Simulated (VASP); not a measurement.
# Ca2C (Pnma) in VASP: single point with PBEsol

Aim: the single point of Ca2C with PBEsol.

Everything below comes from runs of VASP 6.6.1. Logs are shortened: lines on timing, memory, paths and dates and some standing lists are left out, and cuts for length are marked.

## (1) The cell of the first run

Symmetry: Pnma, No. 62, orthorhombic system. The conventional cell has a = 5.964 Å, b = 3.944 Å, c = 7.199 Å, α = 90.00°, β = 90.00°, γ = 90.00°. Within 3.1 Å of Ca (site symmetry m) lie 4 C at 2.37 to 2.43 Å and 8 Ca at 2.78 to 3.08 Å. Within 3.4 Å of Ca (site symmetry m) lie 6 C at 2.41 to 3.37 Å and 10 Ca at 2.78 to 3.22 Å. Within 3.1 Å of C (site symmetry m) lie 9 Ca at 2.37 to 2.94 Å.

## (2) Single point, PBEsol

INCAR reads:

```
PREC = Accurate ; ENCUT = 520
EDIFF = 1E-6 ; ISMEAR = 0
SIGMA = 0.1 ; LREAL = False
LASPH = True ; NELM = 80
ALGO = Normal ; ISIF = 2
LWAVE = False ; LCHARG = False
GGA = PS ; NBANDS = 60
```

KPOINTS reads:

```
regular mesh
0
Gamma
  4 6 4
```

POSCAR reads:

```
Ca2C
1.0
    5.9635794007      0.0000000000      0.0000000000
    0.0000000000      3.9441603850      0.0000000000
    0.0000000000      0.0000000000      7.1991782780
Ca C
8 4
Direct
    0.3452350180      0.7500000000      0.0885166278
    0.6547649820      0.2500000000      0.9114833722
    0.8452350180      0.7500000000      0.4114833722
    0.1547649820      0.2500000000      0.5885166278
    0.0108544842      0.2500000000      0.1769685394
    0.9891455158      0.7500000000      0.8230314606
    0.5108544842      0.2500000000      0.3230314606
    0.4891455158      0.7500000000      0.6769685394
    0.7511791107      0.2500000000      0.5926063054
    0.2488208893      0.7500000000      0.4073936946
    0.2511791107      0.2500000000      0.9073936946
    0.7488208893      0.7500000000      0.0926063054
```

Potentials or basis: VASP PAW PBE potentials, release 64 (Ca_sv, C).

On the command line:

```bash
$ cat potpaw_PBE.64/Ca_sv/POTCAR potpaw_PBE.64/C/POTCAR > POTCAR
$ mpirun -np 1 vasp_std > vasp.out
```

OUTCAR:

```text
PREC = Accurate
   ENCUT = 520
   EDIFF = 1E-6
   ISMEAR = 0
   LREAL = False
   LASPH = True
   NELM = 80
   ISIF = 2
   GGA = PS

 ion  position               nearest neighbor table
   1  0.345  0.750  0.089-  10 2.37  12 2.41  11 2.43  11 2.43   7 2.78   7 2.78   6 2.86   5 2.88
                             5 2.88   2 2.99   2 2.99   8 3.08
   2  0.655  0.250  0.911-   9 2.37  11 2.41  12 2.43  12 2.43   8 2.78   8 2.78   5 2.86   6 2.88
                             6 2.88   1 2.99   1 2.99   7 3.08
   3  0.845  0.750  0.411-  12 2.37  10 2.41   9 2.43   9 2.43   5 2.78   5 2.78   8 2.86   7 2.88
                             7 2.88   4 2.99   4 2.99   6 3.08
   4  0.155  0.250  0.589-  11 2.37   9 2.41  10 2.43  10 2.43   6 2.78   6 2.78   7 2.86   8 2.88
                             8 2.88   3 2.99   3 2.99   5 3.08
   5  0.011  0.250  0.177-  11 2.41  12 2.59  12 2.59   3 2.78   3 2.78   2 2.86   1 2.88   1 2.88
                             4 3.08   7 3.16   7 3.16
   6  0.989  0.750  0.823-  12 2.41  11 2.59  11 2.59   4 2.78   4 2.78   1 2.86   2 2.88   2 2.88
                             3 3.08   8 3.16   8 3.16
   7  0.511  0.250  0.323-   9 2.41  10 2.59  10 2.59   1 2.78   1 2.78   4 2.86   3 2.88   3 2.88
                             2 3.08   5 3.16   5 3.16
   8  0.489  0.750  0.677-  10 2.41   9 2.59   9 2.59   2 2.78   2 2.78   3 2.86   4 2.88   4 2.88
                             1 3.08   6 3.16   6 3.16
   9  0.751  0.250  0.593-   2 2.37   4 2.41   7 2.41   3 2.43   3 2.43   8 2.59   8 2.59
  10  0.249  0.750  0.407-   1 2.37   3 2.41   8 2.41   4 2.43   4 2.43   7 2.59   7 2.59
  11  0.251  0.250  0.907-   4 2.37   2 2.41   5 2.41   1 2.43   1 2.43   6 2.59   6 2.59
  12  0.749  0.750  0.093-   3 2.37   1 2.41   6 2.41   2 2.43   2 2.43   5 2.59   5 2.59

  LATTYP: Found a simple orthorhombic cell.
 ALAT       =     3.9441603850
 B/A-ratio  =     1.5120022561
 C/A-ratio  =     1.8252752361

  Lattice vectors:

 A1 = (   0.0000000000,  -3.9441603850,   0.0000000000)
 A2 = (   5.9635794007,   0.0000000000,   0.0000000000)
 A3 = (   0.0000000000,   0.0000000000,   7.1991782780)

Analysis of symmetry for initial positions (statically):
=====================================================================
 Subroutine PRICEL returns:
 Original cell was already a primitive cell.

 Routine SETGRP: Setting up the symmetry group for a
 simple orthorhombic supercell.

 Subroutine GETGRP returns: Found  8 space group operations
 (whereof  2 operations were pure point group operations)
 out of a pool of  8 trial point group operations.

The static configuration has the point symmetry S_2 .
 The point group associated with its full space group is D_2h.

Analysis of symmetry for dynamics (positions and initial velocities):
=====================================================================
 Subroutine PRICEL returns:
 Original cell was already a primitive cell.

 Routine SETGRP: Setting up the symmetry group for a
 simple orthorhombic supercell.

 Subroutine GETGRP returns: Found  8 space group operations
 (whereof  2 operations were pure point group operations)
 out of a pool of  8 trial point group operations.

The dynamic configuration has the point symmetry S_2 .
 The point group associated with its full space group is D_2h.

 Subroutine INISYM returns: Found  8 space group operations
 (whereof  2 operations are pure point group operations),
 and found     1 'primitive' translations

----------------------------------------------------------------------------------------

                                     Primitive cell

  volume of cell :     169.3341

  direct lattice vectors                    reciprocal lattice vectors
     5.963579401  0.000000000  0.000000000     0.167684529  0.000000000  0.000000000
     0.000000000  3.944160385  0.000000000     0.000000000  0.253539385  0.000000000
     0.000000000  0.000000000  7.199178278     0.000000000  0.000000000  0.138904742

  length of vectors
     5.963579401  3.944160385  7.199178278     0.167684529  0.253539385  0.138904742

  position of ions in fractional coordinates (direct lattice)
     0.345235018  0.750000000  0.088516628
     0.654764982  0.250000000  0.911483372
     0.845235018  0.750000000  0.411483372
     0.154764982  0.250000000  0.588516628
     0.010854484  0.250000000  0.176968539
     0.989145516  0.750000000  0.823031461
     0.510854484  0.250000000  0.323031461
     0.489145516  0.750000000  0.676968539
     0.751179111  0.250000000  0.592606305
     0.248820889  0.750000000  0.407393695
     0.251179111  0.250000000  0.907393695
     0.748820889  0.750000000  0.092606305

  ion indices of the primitive-cell ions
   primitive index   ion index
                 1           1
                 2           2
                 3           3
                 4           4
                 5           5
                 6           6
                 7           7
                 8           8
                 9           9
                10          10
                11          11
                12          12

----------------------------------------------------------------------------------------

 KPOINTS: regular mesh

Automatic generation of k-mesh.
 Grid dimensions read from file:
 generate k-points for:    4    6    4

 Generating k-lattice:

  Cartesian coordinates                     Fractional coordinates (reciprocal lattice)
     0.041921132  0.000000000  0.000000000     0.250000000  0.000000000  0.000000000
     0.000000000  0.042256564  0.000000000     0.000000000  0.166666667  0.000000000
     0.000000000  0.000000000  0.034726185     0.000000000  0.000000000  0.250000000

  Length of vectors
     0.041921132  0.042256564  0.034726185

  Shift w.r.t. Gamma in fractional coordinates (k-lattice)
     0.000000000  0.000000000  0.000000000

 Subroutine IBZKPT returns following result:
 ===========================================

 Found     36 irreducible k-points:

 Following reciprocal coordinates:
            Coordinates               Weight
  0.000000  0.000000  0.000000      1.000000
  0.250000  0.000000  0.000000      2.000000
  0.500000  0.000000  0.000000      1.000000
  0.000000  0.166667  0.000000      2.000000
  0.250000  0.166667  0.000000      4.000000
  0.500000  0.166667  0.000000      2.000000
[... 16 lines left out ...]
  0.250000  0.500000  0.250000      4.000000
  0.500000  0.500000  0.250000      2.000000
 [... further k-points ...]
   k-points           NKPTS =     36   k-points in BZ     NKDIM =     36   number of bands    NBANDS=     60
   number of dos      NEDOS =    301   number of ions     NIONS =     12
   total plane-waves  NPLWV =  77760
   dimension x,y,z NGX =    48 NGY =   30 NGZ =   54
   dimension x,y,z NGXF=    96 NGYF=   60 NGZF=  108
   ions per type =               8   4
   NGX,Y,Z   is equivalent  to a cutoff of  13.38, 12.64, 12.47 a.u.
   NGXF,Y,Z  is equivalent  to a cutoff of  26.76, 25.29, 24.94 a.u.
 SYSTEM =  unknown system
   PREC   = accura    normal or accurate (medium, high low for compatibility)
   ISTART =      0    job   : 0-new  1-cont  2-samecut
   ICHARG =      2    charge: 1-file 2-atom 10-const
   ISPIN  =      1    spin polarized calculation?
   LNONCOLLINEAR =      F non collinear calculations
   LSORBIT =      F    spin-orbit coupling
   LASPH  =      T    aspherical Exc in radial PAW
   ENCUT  =  520.0 eV  38.22 Ry    6.18 a.u.  11.09  7.33 13.39*2*pi/ulx,y,z
   NELM   =     80;   NELMIN=  2; NELMDL= -5     # of ELM steps
   EDIFF  = 0.1E-05   stopping-criterion for ELM
   LREAL  =      F    real-space projection
   EDIFFG = 0.1E-04   stopping-criterion for IOM
   NSW    =      0    number of steps for IOM
   IBRION =     -1    ionic relax: 0-MD 1-quasi-New 2-CG
   NFREE  =      0    steps in history (QN), initial steepest desc. (CG)
   ISIF   =      2    stress and relaxation
   ISYM   =      2    0-nonsym 1-usesym 2-fastsym
   POTIM  = 0.5000    time-step for ionic-motion
   TEBEG  =    0.0;   TEEND  =   0.0 temperature during run
   PSTRESS=    0.0 pullay stress
   NELECT =      96.0000    total number of electrons
   NUPDOWN=      -1.0000    fix difference up-down
   EMIN   =  10.00;   EMAX   =-10.00  energy-range for DOS
   EFERMI =   0.00;   METHOD = LEGACY
   ISMEAR =     0;   SIGMA  =   0.10  broadening in eV -4-tet -1-fermi 0-gaus
   EFERMI_NEDOS =   21; number of points for ismear=-14 and -15
   IALGO  =     38    algorithm
   IMIX   =      4    mixing-type and parameters
     AMIX     =   0.40;   BMIX     =  1.00
     AMIX_MAG =   1.60;   BMIX_MAG =  1.00
  volume/ion in A,a.u.               =      14.11        95.23
  Fermi-wavevector in a.u.,A,eV,Ry     =   1.354931  2.560448 24.978081  1.835837
  Thomas-Fermi vector in A             =   2.482061
   LORBIT       =      0    0 simple, 1 ext, 2 COOP (PROOUT), +10 PAW based schemes
   GGA     = PS    functional components
   LHFCALC =     F    Hartree Fock is set to
   AEXX    =    0.0000 exact exchange contribution
   IVDW    =     0    specifies the selected vdW correction
   LEPSILON=     F    determine dielectric tensor
   LRPA    =     F    only Hartree local field effects (RPA)
 non-spin polarized calculation
 Gauss-broadening in eV      SIGMA  =   0.10
  energy-cutoff  :      520.00
  volume of cell :      169.33
 maximum number of plane-waves:      4594
 NGX is ok and might be reduce to    48
   NGX = 23   NGY = 15   NGZ = 27

 number of electron      95.9999992 magnetization

 Free energy of the ion-electron system (eV)
  ---------------------------------------------------
  ext. energy  EPLUGINS =         0.00000000
  ---------------------------------------------------
  free energy    TOTEN  =       -48.37167350 eV

  energy without entropy =      -48.37167325  energy(sigma->0) =      -48.37167338

 E-fermi :   5.8834     XC(G=0): -11.3810

 val. band max:        5.5919896491   @ k =   0.0000   0.0000   0.0000
 cond. band min:       6.1741574774   @ k =   0.0000   0.0000   0.0000
 fundamental gap:      0.5821678283
 Fermi energy:         5.8833889560

 k-point     1 :       0.0000    0.0000    0.0000
  band No.  band energies     occupation
      1     -34.3060      2.00000
      2     -34.1656      2.00000
      3     -34.1210      2.00000
      4     -34.0666      2.00000
      5     -33.5596      2.00000
      6     -33.4511      2.00000
[... 52 lines left out ...]
     59       9.3101      0.00000
     60       9.7081      0.00000

 k-point     2 :       0.2500    0.0000    0.0000
  band No.  band energies     occupation
      1     -34.2805      2.00000
      2     -34.1517      2.00000
      3     -34.1503      2.00000
      4     -34.0812      2.00000
      5     -33.5553      2.00000
      6     -33.4837      2.00000
[... 52 lines left out ...]
     59       9.2845      0.00000
     60       9.4724      0.00000

 k-point     3 :       0.5000    0.0000    0.0000
  band No.  band energies     occupation
      1     -34.2171      2.00000
      2     -34.2171      2.00000
      3     -34.1170      2.00000
      4     -34.1170      2.00000
      5     -33.5292      2.00000
      6     -33.5292      2.00000
[... 1312 lines left out ...]
     59       9.3443      0.00000
     60       9.3449      0.00000

 k-point    24 :       0.5000    0.5000    0.2500
  band No.  band energies     occupation
      1     -34.1264      2.00000
      2     -34.1264      2.00000
      3     -34.1264      2.00000
      4     -34.1264      2.00000
      5     -33.4889      2.00000
      6     -33.4889      2.00000
[... 52 lines left out ...]
     59       9.0633      0.00000
     60       9.0633      0.00000

 [... further k-points ...]

------------------------ aborting loop because EDIFF is reached ----------------------------------------

  FORCE on cell =-STRESS in cart. coord.  units (eV):
  Direction    XX          YY          ZZ          XY          YZ          ZX
  --------------------------------------------------------------------------------------
  -------------------------------------------------------------------------------------
  Total       25.9859142     26.0429079     26.1271643      0.0000000      0.0000000      0.0000000
  in kB      245.8691738    246.4084273    247.2056303      0.0000000      0.0000000      0.0000000
  external PRESSURE =     246.4944105 kB  Pullay stress =       0.0000000 kB

 VOLUME and BASIS-vectors are now :
 -----------------------------------------------------------------------------
  energy-cutoff  :      520.00
  volume of cell :      169.33
      direct lattice vectors                 reciprocal lattice vectors
     5.963579401  0.000000000  0.000000000     0.167684529  0.000000000  0.000000000
     0.000000000  3.944160385  0.000000000     0.000000000  0.253539385  0.000000000
     0.000000000  0.000000000  7.199178278     0.000000000  0.000000000  0.138904742

 POSITION                                       TOTAL-FORCE (eV/Angst)
 -----------------------------------------------------------------------------------
      2.05884      2.95812      0.63725        -0.008548     -0.000000     -0.004121
      3.90474      0.98604      6.56193         0.008548      0.000000      0.004121
      5.04063      2.95812      2.96234        -0.008548      0.000000      0.004121
      0.92295      0.98604      4.23684         0.008548     -0.000000     -0.004121
      0.06473      0.98604      1.27403         0.010677     -0.000000     -0.002172
      5.89885      2.95812      5.92515        -0.010677      0.000000      0.002172
      3.04652      0.98604      2.32556         0.010677      0.000000      0.002172
      2.91706      2.95812      4.87362        -0.010677      0.000000     -0.002172
      4.47972      0.98604      4.26628        -0.009437      0.000000      0.013691
      1.48386      2.95812      2.93290         0.009437      0.000000     -0.013691
      1.49793      0.98604      6.53249        -0.009437      0.000000     -0.013691
      4.46565      2.95812      0.66669         0.009437      0.000000      0.013691
 -----------------------------------------------------------------------------------
    total drift:                               -0.000000      0.000000      0.000000

  FREE ENERGIE OF THE ION-ELECTRON SYSTEM (eV)
  ---------------------------------------------------
  free  energy   TOTEN  =       -48.3716735032 eV

  energy  without entropy=      -48.3716732517  energy(sigma->0) =      -48.37167338
```

Run time: 2.9 min. Hardware: 1 thread of Intel Xeon 6975P-C (Granite Rapids), shared host; peak memory 0.43 GiB.

What came out:

| Quantity | Value |
| --- | --- |
| Free energy | -48.3717 eV |
| Pressure | 24.6 GPa |
| Largest force | 0.017 eV/Å |
| Band gap on the k mesh | 0.58 eV |

Forces in eV/Å, atoms in the order of the input:
```
Ca  -0.009  0.000 -0.004
Ca   0.009  0.000  0.004
Ca  -0.009  0.000  0.004
Ca   0.009  0.000 -0.004
Ca   0.011  0.000 -0.002
Ca  -0.011  0.000  0.002
Ca   0.011  0.000  0.002
Ca  -0.011  0.000 -0.002
C   -0.009  0.000  0.014
C    0.009  0.000 -0.014
C   -0.009  0.000 -0.014
C    0.009  0.000  0.014
```

Stress tensor (GPa, compression positive):
```
24.59  0.00  0.00
 0.00 24.64  0.00
 0.00  0.00 24.72
```

Caveat: the cell stands under pressure; semilocal functionals underestimate gaps, and a narrow one can read as zero; the PAW data sets were made with another functional, which shifts forces and pressure a little.
